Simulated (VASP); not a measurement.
# Cd (Fm-3m) in VASP: single point with LDA

Aim: the single point of Cd with LDA.

Everything below comes from runs of VASP 6.6.1. Logs are shortened: lines on timing, memory, paths and dates and some standing lists are left out, and cuts for length are marked.

## 1. The cell of the first run

It takes space group Fm-3m (No. 225, cubic). The conventional cell has a = 9.221 Å, b = 9.221 Å, c = 9.221 Å, α = 90.00°, β = 90.00°, γ = 90.00°.

This isn't the form of Cd at room conditions, which is hcp.

## 2. Single point, LDA

INCAR

```
  PREC = Accurate
  ENCUT = 520
  EDIFF = 1E-6
  ISMEAR = 1
  SIGMA = 0.1
  LREAL = F
  LASPH = T
  NELM = 80
  ALGO = Normal
  ISIF = 2
  LWAVE = F
  LCHARG = F
  GGA = CA
  NBANDS = 12
```

KPOINTS

```
regular mesh
0
Gamma
  5 5 5
```

POSCAR

```
Cd
1.0
    0.0000000000      4.6103400000      4.6103400000
    4.6103400000      0.0000000000      4.6103400000
    4.6103400000      4.6103400000      0.0000000000
Cd
1
Direct
    0.0000000000      0.0000000000      0.0000000000
```

Potentials or basis: VASP PAW LDA potentials, release 64 (Cd).

Run with:

```
> cat potpaw_LDA.64/Cd/POTCAR > POTCAR
> mpirun -np 1 vasp_std > vasp.out
```

OUTCAR:

```text
PREC = Accurate
   ENCUT = 520
   EDIFF = 1E-6
   ISMEAR = 1
   LREAL = F
   LASPH = T
   NELM = 80
   ISIF = 2
   GGA = CA

 ion  position               nearest neighbor table
   1  0.000  0.000  0.000-

  LATTYP: Found a face centered cubic cell.
 ALAT       =     9.2206800000

  Lattice vectors:

 A1 = (   0.0000000000,   4.6103400000,   4.6103400000)
 A2 = (   4.6103400000,   0.0000000000,   4.6103400000)
 A3 = (   4.6103400000,   4.6103400000,   0.0000000000)

Analysis of symmetry for initial positions (statically):
=====================================================================
 Subroutine PRICEL returns:
 Original cell was already a primitive cell.

 Routine SETGRP: Setting up the symmetry group for a
 face centered cubic supercell.

 Subroutine GETGRP returns: Found 48 space group operations
 (whereof 48 operations were pure point group operations)
 out of a pool of 48 trial point group operations.

The static configuration has the point symmetry O_h .

Analysis of symmetry for dynamics (positions and initial velocities):
=====================================================================
 Subroutine PRICEL returns:
 Original cell was already a primitive cell.

 Routine SETGRP: Setting up the symmetry group for a
 face centered cubic supercell.

 Subroutine GETGRP returns: Found 48 space group operations
 (whereof 48 operations were pure point group operations)
 out of a pool of 48 trial point group operations.

The dynamic configuration has the point symmetry O_h .

 Subroutine INISYM returns: Found 48 space group operations
 (whereof 48 operations are pure point group operations),
 and found     1 'primitive' translations

----------------------------------------------------------------------------------------

                                     Primitive cell

  volume of cell :     195.9877

  direct lattice vectors                    reciprocal lattice vectors
     0.000000000  4.610340000  4.610340000    -0.108451871  0.108451871  0.108451871
     4.610340000  0.000000000  4.610340000     0.108451871 -0.108451871  0.108451871
     4.610340000  4.610340000  0.000000000     0.108451871  0.108451871 -0.108451871

  length of vectors
     6.520005355  6.520005355  6.520005355     0.187844151  0.187844151  0.187844151

  position of ions in fractional coordinates (direct lattice)
     0.000000000  0.000000000  0.000000000

  ion indices of the primitive-cell ions
   primitive index   ion index
                 1           1

----------------------------------------------------------------------------------------

 KPOINTS: regular mesh

Automatic generation of k-mesh.
 Grid dimensions read from file:
 generate k-points for:    5    5    5

 Generating k-lattice:

  Cartesian coordinates                     Fractional coordinates (reciprocal lattice)
    -0.021690374  0.021690374  0.021690374     0.200000000  0.000000000  0.000000000
     0.021690374 -0.021690374  0.021690374     0.000000000  0.200000000  0.000000000
     0.021690374  0.021690374 -0.021690374     0.000000000  0.000000000  0.200000000

  Length of vectors
     0.037568830  0.037568830  0.037568830

  Shift w.r.t. Gamma in fractional coordinates (k-lattice)
     0.000000000  0.000000000  0.000000000

 Subroutine IBZKPT returns following result:
 ===========================================

 Found     10 irreducible k-points:

 Following reciprocal coordinates:
            Coordinates               Weight
  0.000000  0.000000  0.000000      1.000000
  0.200000  0.000000  0.000000      8.000000
  0.400000  0.000000  0.000000      8.000000
  0.200000  0.200000  0.000000      6.000000
  0.400000  0.200000  0.000000     24.000000
 -0.400000  0.200000  0.000000     24.000000
 -0.200000  0.200000  0.000000     12.000000
  0.400000  0.400000  0.000000      6.000000
 -0.400000  0.400000  0.000000     12.000000
 -0.400000  0.400000  0.200000     24.000000
   k-points           NKPTS =     10   k-points in BZ     NKDIM =     10   number of bands    NBANDS=     12
   number of dos      NEDOS =    301   number of ions     NIONS =      1
   total plane-waves  NPLWV = 110592
   dimension x,y,z NGX =    48 NGY =   48 NGZ =   48
   dimension x,y,z NGXF=    96 NGYF=   96 NGZF=   96
   ions per type =               1
   NGX,Y,Z   is equivalent  to a cutoff of  12.24, 12.24, 12.24 a.u.
   NGXF,Y,Z  is equivalent  to a cutoff of  24.48, 24.48, 24.48 a.u.
 SYSTEM =  unknown system
   PREC   = accura    normal or accurate (medium, high low for compatibility)
   ISTART =      0    job   : 0-new  1-cont  2-samecut
   ICHARG =      2    charge: 1-file 2-atom 10-const
   ISPIN  =      1    spin polarized calculation?
   LNONCOLLINEAR =      F non collinear calculations
   LSORBIT =      F    spin-orbit coupling
   LASPH  =      T    aspherical Exc in radial PAW
   ENCUT  =  520.0 eV  38.22 Ry    6.18 a.u.  12.12 12.12 12.12*2*pi/ulx,y,z
   NELM   =     80;   NELMIN=  2; NELMDL= -5     # of ELM steps
   EDIFF  = 0.1E-05   stopping-criterion for ELM
   LREAL  =      F    real-space projection
   EDIFFG = 0.1E-04   stopping-criterion for IOM
   NSW    =      0    number of steps for IOM
   IBRION =     -1    ionic relax: 0-MD 1-quasi-New 2-CG
   NFREE  =      0    steps in history (QN), initial steepest desc. (CG)
   ISIF   =      2    stress and relaxation
   ISYM   =      2    0-nonsym 1-usesym 2-fastsym
   POTIM  = 0.5000    time-step for ionic-motion
   TEBEG  =    0.0;   TEEND  =   0.0 temperature during run
   PSTRESS=    0.0 pullay stress
   NELECT =      12.0000    total number of electrons
   NUPDOWN=      -1.0000    fix difference up-down
   EMIN   =  10.00;   EMAX   =-10.00  energy-range for DOS
   EFERMI =   0.00;   METHOD = LEGACY
   ISMEAR =     1;   SIGMA  =   0.10  broadening in eV -4-tet -1-fermi 0-gaus
   EFERMI_NEDOS =   21; number of points for ismear=-14 and -15
   IALGO  =     38    algorithm
   IMIX   =      4    mixing-type and parameters
     AMIX     =   0.40;   BMIX     =  1.00
     AMIX_MAG =   1.60;   BMIX_MAG =  1.00
  volume/ion in A,a.u.               =     195.99      1322.59
  Fermi-wavevector in a.u.,A,eV,Ry     =   0.645246  1.219339  5.664690  0.416343
  Thomas-Fermi vector in A             =   1.712840
   LORBIT       =      0    0 simple, 1 ext, 2 COOP (PROOUT), +10 PAW based schemes
   GGA     = CA    functional components
   LHFCALC =     F    Hartree Fock is set to
   AEXX    =    0.0000 exact exchange contribution
   IVDW    =     0    specifies the selected vdW correction
   LEPSILON=     F    determine dielectric tensor
   LRPA    =     F    only Hartree local field effects (RPA)
 non-spin polarized calculation
 Methfessel and Paxton  Order N= 1 SIGMA  =   0.10
  energy-cutoff  :      520.00
  volume of cell :      195.99
 maximum number of plane-waves:      5296
   NGX = 25   NGY = 25   NGZ = 25

 number of electron      12.0000008 magnetization

 Free energy of the ion-electron system (eV)
  ---------------------------------------------------
  ext. energy  EPLUGINS =         0.00000000
  ---------------------------------------------------
  free energy    TOTEN  =        -0.01454253 eV

  energy without entropy =       -0.02001004  energy(sigma->0) =       -0.01636503

 E-fermi :  -5.0827     XC(G=0):  -3.3435

 val. band max:       -5.1413530400   @ k =  -0.4000   0.4000   0.0000
 cond. band min:      -1.3062441696   @ k =   0.4000   0.0000   0.0000
 fundamental gap:      3.8351088704
 Fermi energy:        -5.0826944331

 k-point     1 :       0.0000    0.0000    0.0000
  band No.  band energies     occupation
      1     -11.1897      2.00000
      2     -11.1897      2.00000
      3     -11.1897      2.00000
      4     -11.1892      2.00000
      5     -11.1892      2.00000
      6      -5.4026      2.00006
      7       0.1582      0.00000
      8       0.1582      0.00000
      9       0.1582      0.00000
     10       0.6930      0.00000
     11       3.3131      0.00000
     12       3.3131      0.00000

 k-point     2 :       0.2000    0.0000    0.0000
  band No.  band energies     occupation
      1     -11.1896      2.00000
      2     -11.1896      2.00000
      3     -11.1896      2.00000
      4     -11.1891      2.00000
      5     -11.1891      2.00000
      6      -5.3388      2.00175
      7      -0.6519      0.00000
      8       0.0905      0.00000
      9       0.0905      0.00000
     10       1.4039      0.00000
     11       2.9233      0.00000
     12       3.4193      0.00000

 k-point     3 :       0.4000    0.0000    0.0000
  band No.  band energies     occupation
      1     -11.1896      2.00000
      2     -11.1896      2.00000
      3     -11.1895      2.00000
      4     -11.1886      2.00000
      5     -11.1886      2.00000
      6      -5.2249      2.06189
      7      -1.3062      0.00000
      8      -0.0051      0.00000
      9      -0.0051      0.00000
     10       1.5218      0.00000
     11       3.1228      0.00000
     12       3.1228      0.00000
[... 76 lines left out ...]
 k-point     9 :      -0.4000    0.4000    0.0000
  band No.  band energies     occupation
      1     -11.1900      2.00000
      2     -11.1895      2.00000
      3     -11.1887      2.00000
      4     -11.1885      2.00000
      5     -11.1884      2.00000
      6      -5.1414      1.82781
      7      -1.1336      0.00000
      8      -0.7462      0.00000
      9      -0.3223      0.00000
     10       1.5721      0.00000
     11       2.3905      0.00000
     12       3.9419      0.00000

 k-point    10 :      -0.4000    0.4000    0.2000
  band No.  band energies     occupation
      1     -11.1896      2.00000
      2     -11.1895      2.00000
      3     -11.1891      2.00000
      4     -11.1887      2.00000
      5     -11.1885      2.00000
      6      -5.1559      1.94096
      7      -1.0794      0.00000
      8      -0.7317      0.00000
      9      -0.3924      0.00000
     10       2.1216      0.00000
     11       2.7346      0.00000
     12       2.8166      0.00000

------------------------ aborting loop because EDIFF is reached ----------------------------------------

  FORCE on cell =-STRESS in cart. coord.  units (eV):
  Direction    XX          YY          ZZ          XY          YZ          ZX
  --------------------------------------------------------------------------------------
  -------------------------------------------------------------------------------------
  Total       -0.0565483     -0.0565483     -0.0565483     -0.0000000     -0.0000000      0.0000000
  in kB       -0.4622761     -0.4622761     -0.4622761     -0.0000000     -0.0000000      0.0000000
  external PRESSURE =      -0.4622761 kB  Pullay stress =       0.0000000 kB

 VOLUME and BASIS-vectors are now :
 -----------------------------------------------------------------------------
  energy-cutoff  :      520.00
  volume of cell :      195.99
      direct lattice vectors                 reciprocal lattice vectors
     0.000000000  4.610340000  4.610340000    -0.108451871  0.108451871  0.108451871
     4.610340000  0.000000000  4.610340000     0.108451871 -0.108451871  0.108451871
     4.610340000  4.610340000  0.000000000     0.108451871  0.108451871 -0.108451871

 POSITION                                       TOTAL-FORCE (eV/Angst)
 -----------------------------------------------------------------------------------
      0.00000      0.00000      0.00000         0.000000      0.000000      0.000000
 -----------------------------------------------------------------------------------
    total drift:                               -0.000000      0.000000      0.000000

  FREE ENERGIE OF THE ION-ELECTRON SYSTEM (eV)
  ---------------------------------------------------
  free  energy   TOTEN  =        -0.0145425285 eV

  energy  without entropy=       -0.0200100376  energy(sigma->0) =       -0.01636503
```

It took 16 s on 1 thread of Intel Xeon Platinum 8175M at 2.50GHz (Skylake/Cascade Lake), shared host; peak memory 0.23 GiB.

Results:

- Free energy: -0.0145 eV
- Pressure: 0.0 GPa
- Band gap on the k mesh: 3.84 eV (least direct gap 3.92 eV)

Caveat: the nearest neighbours stand farther apart than a usual bond; an odd mesh through Γ misses points on the zone boundary, where band edges can lie.
